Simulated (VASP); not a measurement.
Wanted: the native input for a VASP 6.6.1 run.

- Task: single point
- Functional: PBE
- Potentials or basis: VASP PAW PBE potentials, release 64 (Hf_pv, O)
- Cutoff: 520 eV
- k mesh: 7 × 7 × 10
- Occupations: fermi-dirac, width 0.1 eV
- Spin: no spin polarisation
- Dipole correction: no
- Further INCAR settings: ALGO = Normal; EDIFF = 1e-07; NBANDS = 31

The structure of HfO2 (rutile type) lies in POSCAR:

```
HfO2
1.0
    4.8802015012      0.0000000000      0.0000000000
    0.0000000000      4.8802015012      0.0000000000
    0.0000000000      0.0000000000      3.2375121820
Hf O
2 4
Direct
    0.0000000000      0.0000000000      0.0000000000
    0.5000000000      0.5000000000      0.5000000000
    0.3051871262      0.3051871262      0.0000000000
    0.6948128738      0.6948128738      0.0000000000
    0.8051871262      0.1948128738      0.5000000000
    0.1948128738      0.8051871262      0.5000000000
```

These files were run (other wordings do the same):

INCAR

```
SYSTEM = HfO2
PREC     = Accurate       ! precision mode
ENCUT    = 520            ! plane-wave cutoff, eV
EDIFF    = 1E-7           ! SCF threshold, eV
ISMEAR   = -1             ! smearing method
SIGMA    = 0.1            ! smearing width, eV
LREAL    = .FALSE.        ! projectors in reciprocal space
LASPH    = .TRUE.         ! aspherical terms in the spheres
NELM     = 100            ! most SCF steps
ALGO     = Normal         ! electronic algorithm
ISIF     = 2              ! what is computed and relaxed
LWAVE    = .FALSE.        ! write WAVECAR
LCHARG   = .FALSE.        ! write CHGCAR
GGA      = PE             ! functional
NBANDS   = 31             ! bands
```

KPOINTS

```
Automatic mesh
0
G
  7 7 10
  0 0 0
```

Potentials or basis: VASP PAW PBE potentials, release 64 (Hf_pv, O).

Command:

```bash
$ cat potpaw_PBE.64/Hf_pv/POTCAR potpaw_PBE.64/O/POTCAR > POTCAR
$ mpirun -np 1 vasp_std > vasp.out
```

Results of the run:

| Property | Result |
| --- | --- |
| Pressure | -2.7 GPa |
| Largest force | 0.050 eV/Å |
| Band gap on the k mesh | 3.84 eV, direct |

Caveat: spin-orbit coupling is left out, which moves the levels of the heavy elements.

Run time: 110 s on 1 thread of AMD EPYC 7R13 Processor (Zen 3), on a shared host, peak memory 0.22 GiB.
